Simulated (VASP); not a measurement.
# Mn3Si (Fm-3m) in VASP: notebook, part 2 of 2

VASP 6.6.1. Earlier steps stand in the parts before.

**4. Single point, PBEsol, collinear spin, ferromagnetic start**

This run uses another cell than the first one, of 11.71 Å³/atom, 1.094 times its volume.

File INCAR:

```
SYSTEM = Mn3Si
PREC = Accurate
ENCUT = 520
EDIFF = 1E-7
ISMEAR = -1
SIGMA = 0.1
LREAL = .FALSE.
LASPH = .TRUE.
NELM = 150
ALGO = Normal
ISIF = 2
LWAVE = .FALSE.
LCHARG = .FALSE.
ISPIN = 2
MAGMOM = 2.8 2.8 2.8 0
LORBIT = 11
LMAXMIX = 4
GGA = PS
NBANDS = 34
```

File KPOINTS:

```
Automatic mesh
0
G
  6 6 6
  0 0 0
```

File POSCAR:

```
Mn3Si
1.0
    0.0000000000      2.8610000000      2.8610000000
    2.8610000000      0.0000000000      2.8610000000
    2.8610000000      2.8610000000      0.0000000000
Mn Si
3 1
Direct
    0.5000000000      0.5000000000      0.5000000000
    0.2500000000      0.2500000000      0.2500000000
    0.7500000000      0.7500000000      0.7500000000
    0.0000000000      0.0000000000      0.0000000000
```

Potentials or basis: VASP PAW PBE potentials, release 64 (Mn_pv, Si).

The run is started by

```
> cat potpaw_PBE.64/Mn_pv/POTCAR potpaw_PBE.64/Si/POTCAR > POTCAR
> mpirun -np 1 vasp_std > vasp.out
```

OUTCAR:

```text
SYSTEM = Mn3Si
   PREC = Accurate
   ENCUT = 520
   EDIFF = 1E-7
   ISMEAR = -1
   LREAL = .FALSE.
   LASPH = .TRUE.
   NELM = 150
   ISIF = 2
   ISPIN = 2
   LORBIT = 11
   GGA = PS

 ion  position               nearest neighbor table
   1  0.500  0.500  0.500-   2 2.48   2 2.48   2 2.48   3 2.48   3 2.48   3 2.48   3 2.48   2 2.48
                             4 2.86   4 2.86   4 2.86   4 2.86   4 2.86   4 2.86
   2  0.250  0.250  0.250-   4 2.48   4 2.48   4 2.48   1 2.48   1 2.48   1 2.48   4 2.48   1 2.48
                             3 2.86   3 2.86   3 2.86   3 2.86   3 2.86   3 2.86
   3  0.750  0.750  0.750-   1 2.48   1 2.48   1 2.48   4 2.48   4 2.48   4 2.48   4 2.48   1 2.48
                             2 2.86   2 2.86   2 2.86   2 2.86   2 2.86   2 2.86
   4  0.000  0.000  0.000-   3 2.48   3 2.48   3 2.48   2 2.48   2 2.48   2 2.48   3 2.48   2 2.48
                             1 2.86   1 2.86   1 2.86   1 2.86   1 2.86   1 2.86

  LATTYP: Found a face centered cubic cell.
 ALAT       =     5.7220000000

  Lattice vectors:

 A1 = (   0.0000000000,   2.8610000000,   2.8610000000)
 A2 = (   2.8610000000,   0.0000000000,   2.8610000000)
 A3 = (   2.8610000000,   2.8610000000,   0.0000000000)

Analysis of symmetry for initial positions (statically):
=====================================================================
 Subroutine PRICEL returns:
 Original cell was already a primitive cell.

 Routine SETGRP: Setting up the symmetry group for a
 face centered cubic supercell.

 Subroutine GETGRP returns: Found 48 space group operations
 (whereof 48 operations were pure point group operations)
 out of a pool of 48 trial point group operations.

The static configuration has the point symmetry O_h .

Analysis of symmetry for dynamics (positions and initial velocities):
=====================================================================
 Subroutine PRICEL returns:
 Original cell was already a primitive cell.

 Routine SETGRP: Setting up the symmetry group for a
 face centered cubic supercell.

 Subroutine GETGRP returns: Found 48 space group operations
 (whereof 48 operations were pure point group operations)
 out of a pool of 48 trial point group operations.

The dynamic configuration has the point symmetry O_h .

[... 159 lines left out ...]
 Fermi energy:        10.1736848172

 spin component 1

 k-point     1 :       0.0000    0.0000    0.0000
  band No.  band energies     occupation
      1     -38.9866      1.00000
      2     -38.9866      1.00000
      3     -38.9866      1.00000
      4     -37.0896      1.00000
      5     -37.0896      1.00000
      6     -37.0896      1.00000
[... 565 lines left out ...]
     32      19.6088      0.00000
     33      22.4603      0.00000
 Fermi energy:        10.1736848172

 spin component 2

 k-point     1 :       0.0000    0.0000    0.0000
  band No.  band energies     occupation
      1     -37.8949      1.00000
      2     -37.8949      1.00000
      3     -37.8949      1.00000
      4     -37.8284      1.00000
      5     -37.8284      1.00000
      6     -37.8284      1.00000
[... 565 lines left out ...]
     32      19.5876      0.00000
     33      22.2952      0.00000
 [bands above 33 left out]

------------------------ aborting loop because EDIFF is reached ----------------------------------------

  FORCE on cell =-STRESS in cart. coord.  units (eV):
  Direction    XX          YY          ZZ          XY          YZ          ZX
  --------------------------------------------------------------------------------------
  -------------------------------------------------------------------------------------
  Total       -4.6839338     -4.6839338     -4.6839338      0.0000000     -0.0000000     -0.0000000
  in kB     -160.2277595   -160.2277595   -160.2277595      0.0000000     -0.0000000     -0.0000000
  external PRESSURE =    -160.2277595 kB  Pullay stress =       0.0000000 kB

 VOLUME and BASIS-vectors are now :
 -----------------------------------------------------------------------------
  energy-cutoff  :      520.00
  volume of cell :       46.84
      direct lattice vectors                 reciprocal lattice vectors
     0.000000000  2.861000000  2.861000000    -0.174764069  0.174764069  0.174764069
     2.861000000  0.000000000  2.861000000     0.174764069 -0.174764069  0.174764069
     2.861000000  2.861000000  0.000000000     0.174764069  0.174764069 -0.174764069

 POSITION                                       TOTAL-FORCE (eV/Angst)
 -----------------------------------------------------------------------------------
      2.86100      2.86100      2.86100        -0.000000      0.000000      0.000000
      1.43050      1.43050      1.43050         0.000000     -0.000000     -0.000000
      4.29150      4.29150      4.29150         0.000000      0.000000     -0.000000
      0.00000      0.00000      0.00000        -0.000000      0.000000      0.000000
 -----------------------------------------------------------------------------------
    total drift:                                0.000000     -0.000000      0.000000

  FREE ENERGIE OF THE ION-ELECTRON SYSTEM (eV)
  ---------------------------------------------------
  free  energy   TOTEN  =       -36.2139514791 eV

  energy  without entropy=      -36.1085900589  energy(sigma->0) =      -36.16127077

 total charge

# of ion       s       p       d       tot
------------------------------------------
    1        0.376   6.351   5.079  11.806
    2        0.336   6.352   5.224  11.912
    3        0.336   6.352   5.224  11.912
    4        0.720   0.887   0.000   1.607
--------------------------------------------------
tot          1.767  19.943  15.527  37.237

 magnetization (x)

# of ion       s       p       d       tot
------------------------------------------
    1        0.025   0.028   2.530   2.583
    2       -0.007  -0.015  -0.783  -0.805
    3       -0.007  -0.015  -0.783  -0.805
    4        0.022   0.022   0.000   0.043
--------------------------------------------------
tot          0.032   0.019   0.964   1.015
```

Run time: 63 s. Hardware: 1 thread of Intel Xeon Platinum 8481C at 2.70GHz (Sapphire Rapids), shared host; peak memory 0.2 GiB.

Results:

```
Free energy                                           : -36.2140 eV
Pressure                                              : -16.0 GPa
Net moment                                            : 1.05 μB per cell
Site moments                                          : Mn +2.58, -0.81; Si +0.04 μB
Valence electrons inside the program's atomic spheres : Mn 11.81, 11.91; Si 1.61
```

Levels at points of the mesh, in eV from the Fermi level:
Spin up:
```tsv
k point	band 19	band 20	band 21	band 22	band 23	band 24	band 25	band 26
(0.00, 0.00, 0.00)	-0.12	-0.12	0.74	0.74	0.74	1.26	1.26	3.42
(0.50, 0.00, 0.00)	-0.54	-0.49	-0.49	-0.27	-0.27	0.53	0.53	0.78
(0.50, 0.50, 0.00)	-1.64	-1.00	-0.19	-0.19	0.14	0.77	0.83	0.83
```
Spin down:
```
           k point  band 18  band 19  band 20  band 21  band 22  band 23  band 24  band 25
(0.00, 0.00, 0.00)    -1.38     0.06     0.06     0.06     0.74     0.74     1.76     1.76
(0.50, 0.00, 0.00)    -1.92    -1.16    -1.16    -1.15     0.90     0.90     1.45     1.62
(0.50, 0.50, 0.00)    -1.94    -0.79    -0.79    -0.15     0.46     0.69     0.87     1.16
```

Caveat: the PAW data sets were made with another functional, which shifts forces and pressure a little.

**5. Summary**

| cell | gap on the mesh (eV) | pressure (GPa) | moment (μB) |
| --- | --- | --- | --- |
| a = 3.927 Å, angles 60.0°, 4 atoms | none | 1.1 | 1.19 |
| a = 3.932 Å, angles 60.0°, 4 atoms | none | 0.2 | 1.18 |
| a = 4.046 Å, angles 60.0°, 4 atoms | none | -16.0 | 1.05 |

Alike in all rows: task single point; level PBEsol; potentials or basis VASP PAW PBE potentials, release 64 (Mn_pv, Si); spin collinear, ferromagnetic start; k mesh 6 × 6 × 6; cutoff (eV) 520; smearing fermi-dirac 0.1 eV.

Caveats: the PAW data sets were made with another functional, which shifts forces and pressure a little.

Total energies depend on the potentials used, so only differences within one code and one set of settings carry meaning.
